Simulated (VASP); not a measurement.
# Ge (Imma) in VASP: notebook

The runs below take Ge through single point, with r2SCAN.

All numbers are computed with VASP 6.6.1; they aren't measurements. Logs are shortened: lines on timing, memory, paths and dates and some standing lists are left out, and cuts for length are marked.

### Step 1. The cell of the first run

The structure is orthorhombic, space group Imma (No. 74). The conventional cell has a = 4.890 Å, b = 5.193 Å, c = 2.815 Å, α = 90.00°, β = 90.00°, γ = 90.00°. Within 3.6 Å of Ge (site symmetry mm2) lie 10 Ge at 2.62 to 3.57 Å.

### Step 2. Single point, r2SCAN

Input file POSCAR:

```
Ge
1.0
   -2.4449470096      2.5967485709      1.4076133202
    2.4449470096     -2.5967485709      1.4076133202
    2.4449470096      2.5967485709     -1.4076133202
Ge
2
Direct
    0.1859430000      0.9359430000      0.2500000000
    0.8140570000      0.0640570000      0.7500000000
```

Input file INCAR.step1:

```
SYSTEM = Ge
PREC     = Accurate       ! precision mode
ENCUT    = 520            ! plane-wave cutoff, eV
ISMEAR   = -1             ! smearing method
SIGMA    = 0.1            ! smearing width, eV
LREAL    = .FALSE.        ! projectors in reciprocal space
LASPH    = .TRUE.         ! aspherical terms in the spheres
NELM     = 60             ! most SCF steps
NBANDS   = 21             ! bands
GGA      = PE             ! functional
ALGO     = Normal         ! electronic algorithm
EDIFF    = 1E-4           ! SCF threshold, eV
LWAVE    = .TRUE.         ! write WAVECAR
LCHARG   = .FALSE.        ! write CHGCAR
```

Input file INCAR.step2:

```
SYSTEM = Ge
PREC     = Accurate       ! precision mode
ENCUT    = 520            ! plane-wave cutoff, eV
EDIFF    = 1E-7           ! SCF threshold, eV
ISMEAR   = -1             ! smearing method
SIGMA    = 0.1            ! smearing width, eV
LREAL    = .FALSE.        ! projectors in reciprocal space
LASPH    = .TRUE.         ! aspherical terms in the spheres
NELM     = 60             ! most SCF steps
ALGO     = Normal         ! electronic algorithm
ISIF     = 2              ! what is computed and relaxed
LWAVE    = .FALSE.        ! write WAVECAR
LCHARG   = .FALSE.        ! write CHGCAR
METAGGA  = R2SCAN         ! meta-GGA
LMIXTAU  = .TRUE.       
NBANDS   = 21             ! bands
ISTART   = 1
```

Input file KPOINTS:

```
regular mesh
0
G
  11 11 11
  0 0 0
```

Potentials or basis: VASP PAW PBE potentials, release 64 (Ge_d).

Command:

```sh
$ cat potpaw_PBE.64/Ge_d/POTCAR > POTCAR
$ cp INCAR.step1 INCAR
$ mpirun -np 1 vasp_std > vasp.out
$ cp INCAR.step2 INCAR
$ mpirun -np 1 vasp_std > vasp.out
```

OUTCAR:

```text
SYSTEM = Ge
   PREC = Accurate
   ENCUT = 520
   EDIFF = 1E-7
   ISMEAR = -1
   LREAL = .FALSE.
   LASPH = .TRUE.
   NELM = 60
   ISIF = 2
   METAGGA = R2SCAN
   ISTART = 1

 ion  position               nearest neighbor table
   1  0.186  0.936  0.250-   2 2.62   2 2.62   2 2.66   2 2.66
   2  0.814  0.064  0.750-   1 2.62   1 2.62   1 2.66   1 2.66

  LATTYP: Found a body centered orthorhombic cell.
 ALAT       =     2.8152266404
 B/A-ratio  =     1.7369450648
 C/A-ratio  =     1.8447882907

  Lattice vectors:

 A1 = (   2.4449470096,  -2.5967485709,   1.4076133202)
 A2 = (  -2.4449470096,  -2.5967485709,  -1.4076133202)
 A3 = (   2.4449470096,   2.5967485709,  -1.4076133202)

Analysis of symmetry for initial positions (statically):
=====================================================================
 Subroutine PRICEL returns:
 Original cell was already a primitive cell.

 Routine SETGRP: Setting up the symmetry group for a
 body centered orthorhombic supercell.

 Subroutine GETGRP returns: Found  8 space group operations
 (whereof  4 operations were pure point group operations)
 out of a pool of  8 trial point group operations.

The static configuration has the point symmetry C_2h.
 The point group associated with its full space group is D_2h.

Analysis of symmetry for dynamics (positions and initial velocities):
=====================================================================
 Subroutine PRICEL returns:
 Original cell was already a primitive cell.

 Routine SETGRP: Setting up the symmetry group for a
 body centered orthorhombic supercell.

 Subroutine GETGRP returns: Found  8 space group operations
 (whereof  4 operations were pure point group operations)
 out of a pool of  8 trial point group operations.

The dynamic configuration has the point symmetry C_2h.
 The point group associated with its full space group is D_2h.

 Subroutine INISYM returns: Found  8 space group operations
 (whereof  4 operations are pure point group operations),
 and found     1 'primitive' translations

----------------------------------------------------------------------------------------

                                     Primitive cell

  volume of cell :      35.7473

[... 80 lines left out ...]
   ISTART =      1    job   : 0-new  1-cont  2-samecut
   ICHARG =      0    charge: 1-file 2-atom 10-const
   ISPIN  =      1    spin polarized calculation?
   LNONCOLLINEAR =      F non collinear calculations
   LSORBIT =      F    spin-orbit coupling
   LASPH  =      T    aspherical Exc in radial PAW
   ENCUT  =  520.0 eV  38.22 Ry    6.18 a.u.   7.13  7.13  7.13*2*pi/ulx,y,z
   NELM   =     60;   NELMIN=  2; NELMDL=  0     # of ELM steps
   EDIFF  = 0.1E-06   stopping-criterion for ELM
   LREAL  =      F    real-space projection
   EDIFFG = 0.1E-05   stopping-criterion for IOM
   NSW    =      0    number of steps for IOM
   IBRION =     -1    ionic relax: 0-MD 1-quasi-New 2-CG
   NFREE  =      0    steps in history (QN), initial steepest desc. (CG)
   ISIF   =      2    stress and relaxation
   ISYM   =      2    0-nonsym 1-usesym 2-fastsym
   POTIM  = 0.5000    time-step for ionic-motion
   TEBEG  =    0.0;   TEEND  =   0.0 temperature during run
   PSTRESS=    0.0 pullay stress
   NELECT =      28.0000    total number of electrons
   NUPDOWN=      -1.0000    fix difference up-down
   EMIN   =  10.00;   EMAX   =-10.00  energy-range for DOS
   EFERMI =   0.00;   METHOD = LEGACY
   ISMEAR =    -1;   SIGMA  =   0.10  broadening in eV -4-tet -1-fermi 0-gaus
   EFERMI_NEDOS =   21; number of points for ismear=-14 and -15
   IALGO  =     38    algorithm
   IMIX   =      4    mixing-type and parameters
     AMIX     =   0.40;   BMIX     =  1.00
     AMIX_MAG =   1.60;   BMIX_MAG =  1.00
  volume/ion in A,a.u.               =      17.87       120.62
  Fermi-wavevector in a.u.,A,eV,Ry     =   1.509084  2.851754 30.984997  2.277333
  Thomas-Fermi vector in A             =   2.619453
   LORBIT       =      0    0 simple, 1 ext, 2 COOP (PROOUT), +10 PAW based schemes
   METAGGA = R2SCAN    functional components
   LHFCALC =     F    Hartree Fock is set to
   AEXX    =    0.0000 exact exchange contribution
   IVDW    =     0    specifies the selected vdW correction
   LEPSILON=     F    determine dielectric tensor
   LRPA    =     F    only Hartree local field effects (RPA)
 non-spin polarized calculation
  energy-cutoff  :      520.00
  volume of cell :       35.75
 maximum number of plane-waves:       977
 NGX is ok and might be reduce to    30
   NGX = 15   NGY = 15   NGZ = 15

 number of electron      27.9999985 magnetization

 Free energy of the ion-electron system (eV)
  ---------------------------------------------------
  ext. energy  EPLUGINS =         0.00000000
  ---------------------------------------------------
  free energy    TOTEN  =       -26.99845428 eV

  energy without entropy =      -26.97585684  energy(sigma->0) =      -26.98715556

 E-fermi :   7.1452     XC(G=0): -12.5986

 val. band max:        7.1273214596   @ k =   0.0909   0.0909   0.0909
 cond. band min:       7.1489794498   @ k =  -0.0000   0.1818   0.0000
 fundamental gap:      0.0216579902
 Fermi energy:         7.1452309026

 k-point     1 :       0.0000    0.0000    0.0000
  band No.  band energies     occupation
      1     -18.4510      2.00000
      2     -18.3558      2.00000
      3     -18.3491      2.00000
      4     -18.3488      2.00000
      5     -18.3025      2.00000
      6     -18.2547      2.00000
[... 565 lines left out ...]
     20      18.9542      0.00000
     21      19.1232      0.00000

 [... further k-points ...]

------------------------ aborting loop because EDIFF is reached ----------------------------------------

  FORCE on cell =-STRESS in cart. coord.  units (eV):
  Direction    XX          YY          ZZ          XY          YZ          ZX
  --------------------------------------------------------------------------------------
  -------------------------------------------------------------------------------------
  Total        1.0719468      0.5911440      0.7764708      0.0000000     -0.0000000      0.0000000
  in kB       48.0442147     26.4948316     34.8011030      0.0000000     -0.0000000      0.0000000
  external PRESSURE =      36.4467164 kB  Pullay stress =       0.0000000 kB

 VOLUME and BASIS-vectors are now :
 -----------------------------------------------------------------------------
  energy-cutoff  :      520.00
  volume of cell :       35.75
      direct lattice vectors                 reciprocal lattice vectors
    -2.444947010  2.596748571  1.407613320     0.000000000  0.192548484  0.355211188
     2.444947010 -2.596748571  1.407613320     0.204503410  0.000000000  0.355211188
     2.444947010  2.596748571 -1.407613320     0.204503410  0.192548484  0.000000000

 POSITION                                       TOTAL-FORCE (eV/Angst)
 -----------------------------------------------------------------------------------
      2.44495     -1.29837      1.22728         0.000000      0.000000     -0.074484
      0.00000      3.89512      0.18033        -0.000000     -0.000000      0.074484
 -----------------------------------------------------------------------------------
    total drift:                                0.000000      0.000000     -0.000000

  FREE ENERGIE OF THE ION-ELECTRON SYSTEM (eV)
  ---------------------------------------------------
  free  energy   TOTEN  =       -26.9984542756 eV

  energy  without entropy=      -26.9758568433  energy(sigma->0) =      -26.98715556
```

Run time: 11 min. Hardware: 1 thread of Intel Xeon Platinum 8488C (Sapphire Rapids), shared host; peak memory 0.26 GiB.

Results:

```yaml
Free_energy: -26.9985 eV
Pressure: 3.6 GPa
Largest_force: 0.074 eV/Å
Band_gap_on_the_k_mesh: zero (bands 14 and 15 overlap by 6.01 eV)
```

Forces in eV/Å, atoms in the order of the input:
```
Ge   0.000  0.000 -0.074
Ge   0.000  0.000  0.074
```

Stress tensor (GPa, compression positive):
```
4.80 0.00 0.00
0.00 2.65 0.00
0.00 0.00 3.48
```

Levels at points of the mesh, in eV from the Fermi level:
| k point | band 11 | band 12 | band 13 | band 14 | band 15 | band 16 | band 17 | band 18 |
| --- | --- | --- | --- | --- | --- | --- | --- | --- |
| (0.00, 0.00, 0.00) | -14.32 | -3.64 | -2.81 | -2.27 | 3.77 | 7.63 | 8.00 | 8.80 |

Caveat: the cell stands under pressure; the PAW data sets were made with another functional, which shifts forces and pressure a little.

(Continued in part 2 of 2.)

The gap in the log of VASP goes by the Fermi energy; the results here count the filled bands.